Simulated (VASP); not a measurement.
Here is a VASP 6.6.1 calculation.

INCAR

```
SYSTEM = C
ALGO = Normal ; EDIFF = 1E-6
ENCUT = 520 ; GGA = PE
ISIF = 2 ; ISMEAR = -1
LASPH = .True. ; LCHARG = .False.
LREAL = .False. ; LWAVE = .False.
NBANDS = 8 ; NELM = 100
PREC = Accurate ; SIGMA = 0.1
```

The input KPOINTS:

```
k-points
0
Gamma
  29 29 29
  0 0 0
```

POSCAR

```
C
1.0
    1.7679626360      0.0000000000      0.0000000000
    0.0000000000      1.7679626360      0.0000000000
    0.0000000000      0.0000000000      1.7679626360
C
1
Direct
    0.0000000000      0.0000000000      0.0000000000
```

Potentials or basis: VASP PAW PBE potentials, release 64 (C).

Launch:

```bash
$ cat potpaw_PBE.64/C/POTCAR > POTCAR
$ mpirun -np 1 vasp_std > vasp.out
```

Q: Estimate the band gap on the k mesh.

A: Zero (band 2 reaches 20.42 eV, above the bottom of band 3 at 8.46 eV).

Q: Estimate the pressure.

A: 3.2 GPa.
